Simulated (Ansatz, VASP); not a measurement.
**Two plane-wave programs on NiO**

The input INCAR:

```
AGGAC    = 1.0          
AGGAX    = 1.0          
ALDAC    = 0.0          
ALDAX    = 1.0          
ALGO     = Normal         # electronic algorithm
EDIFF    = 1E-6           # SCF threshold, eV
ENCUT    = 600            # plane-wave cutoff, eV
GGA      = B5             # functional
GGA_COMPAT= False        
ISIF     = 2              # what is computed and relaxed
ISMEAR   = 0              # smearing method
ISPIN    = 2              # spin polarisation
LASPH    = True           # aspherical terms in the spheres
LCHARG   = False          # write CHGCAR
LDAU     = True           # DFT+U
LDAUJ    = 0 0          
LDAUL    = 2 -1           # shell
LDAUPRINT= 1            
LDAUTYPE = 2            
LDAUU    = 6.2 0          # U, eV
LMAXMIX  = 4              # l up to which the mixer works
LORBIT   = 11             # projections on sites
LREAL    = False          # projectors in reciprocal space
LWAVE    = False          # write WAVECAR
MAGMOM   = 1.92 0.21      # initial moments
NBANDS   = 19             # bands
NELM     = 200            # most SCF steps
PREC     = Accurate       # precision mode
SIGMA    = 0.05           # smearing width, eV
```

KPOINTS

```
k-points
0
Gamma
  10 10 10
```

File POSCAR:

```
NiO
1.0
    0.0000000000      2.1895787564      2.1895787564
    2.1895787564      0.0000000000      2.1895787564
    2.1895787564      2.1895787564      0.0000000000
Ni O
1 1
Direct
    0.0000000000      0.0000000000      0.0000000000
    0.5000000000      0.5000000000      0.5000000000
```

Input for Ansatz:

```yaml
crystal:
  lattice:
    - [0.0, 2.1895787564, 2.1895787564]
    - [2.1895787564, 0.0, 2.1895787564]
    - [2.1895787564, 2.1895787564, 0.0]
  atoms:
    - { symbol: Ni, position: [0.0, 0.0, 0.0], spin: 1.91 }
    - { symbol: O, position: [0.5, 0.5, 0.5] }
basis:
  ecutwfc: 420
  ecutrho_ratio: 4
kpoints:
  mp_grid: { grid: [10, 10, 10] }
hamiltonian:
  xc: blyp
  hubbard:
    sites:
      - { species: Ni, l: d, u_eff: 6.2, starting_ns: start.occupation_matrices }
    ns_hold: { iters: 6 }
scf:
  occupations: { method: gaussian, width: 0.05 }
  lower_state_search: "off"
output:
  forces: true
  stress: true
  eigenvalues: true
  populations: true
  hubbard: { sites: [{ species: Ni, l: d }] }
magnetization:
  spin_polarized: true
```

Alike in both runs: task single point; functional BLYP; k mesh 10 × 10 × 10; occupations gaussian, width 0.05 eV; collinear spin; Hubbard terms Ni d U = 6.2 eV.

|  | VASP | Ansatz |
| --- | --- | --- |
| version | VASP 6.6.1 | Ansatz 0.2.0 |
| potentials or method | VASP PAW PBE potentials, release 64 (Ni, O), cutoff 600 eV | scalar-relativistic, plane waves, PAW |
| valence electrons in the cell | 16 | 24 |

|  | VASP | Ansatz | Ansatz less VASP |
| --- | --- | --- | --- |
| gap on the k mesh at the Fermi level (eV) | 2.16 | 1.77 | -0.391 |
| least direct gap on the mesh (eV) | 2.78 | 2.62 | -0.153 |
| pressure (GPa) | -12.2 | -5.9 | +6.28 |
| net moment per atom (μB) | 1.00 | 1.00 | 0.000 |
| size of the moment on the site where the two differ most (μB) | 1.81 | 1.74 | -0.071 |

VASP's potentials were made for PBE, not for BLYP. Site moments also hang on the region over which each program counts them. The programs project onto different local orbitals, so the same U acts differently, and such runs can settle in different states. VASP's potentials hold 16 valence electrons a cell and Ansatz's 24, so a difference there can come from the potentials and not from the codes. Ansatz's warnings: stability check not made.
